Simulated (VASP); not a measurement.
Wanted: the native input for a VASP 6.6.1 run.

| Property | Result |
| --- | --- |
| Task | single point |
| Functional | PBE |
| Potentials or basis | VASP PAW PBE potentials, release 64 (Mg, Cd, Te) |
| Cutoff | 520 eV |
| k mesh | 4 × 4 × 1 |
| Occupations | gaussian, width 0.1 eV |
| Spin | no spin polarisation |
| Dipole correction | no |
| Further INCAR settings | ALGO = Normal; EDIFF = 1e-06; NBANDS = 41 |

The structure of Mg5CdTe6 lies in POSCAR:

```
Mg5CdTe6
1.0
    4.6069360673      0.0000000000      0.0000000000
    0.0000000000      4.6069360673      0.0000000000
    0.0000000000      0.0000000000     19.5164842424
Mg Cd Te
5 1 6
Direct
    0.0000000000      0.0000000000      0.8318045736
    0.5000000000      0.5000000000      0.6660123963
    0.0000000000      0.0000000000      0.5000000000
    0.5000000000      0.5000000000      0.3339876037
    0.0000000000      0.0000000000      0.1681954264
    0.5000000000      0.5000000000      0.0000000000
    0.5000000000      0.0000000000      0.5830080096
    0.0000000000      0.5000000000      0.4169919904
    0.5000000000      0.0000000000      0.2509872225
    0.0000000000      0.5000000000      0.0860791007
    0.5000000000      0.0000000000      0.9139208993
    0.0000000000      0.5000000000      0.7490127775
```

The input as run:

INCAR

```
ALGO = Normal ; EDIFF = 1E-6
ENCUT = 520 ; GGA = PE
ISIF = 2 ; ISMEAR = 0
LASPH = True ; LCHARG = True
LELF = True ; LREAL = False
LVHAR = True ; LWAVE = False
NBANDS = 41 ; NELM = 100
PREC = Accurate ; SIGMA = 0.1
```

KPOINTS

```
k-points
0
Gamma
  4 4 1
```

Potentials or basis: VASP PAW PBE potentials, release 64 (Mg, Cd, Te).

Command:

```console
$ cat potpaw_PBE.64/Mg/POTCAR potpaw_PBE.64/Cd/POTCAR potpaw_PBE.64/Te/POTCAR > POTCAR
$ mpirun -np 1 vasp_std > vasp.out
```

It gave:

```json
{"Pressure": "0.3 GPa", "Largest force": "0.034 eV/Å", "Band gap on the k mesh": "1.92 eV"}
```

Caveat: spin-orbit coupling is left out, which moves the levels of the heavy elements.

Run time: 88 s on 1 thread of AMD EPYC 9R45 96-Core Processor (Zen 5), on a shared host, peak memory 0.46 GiB.
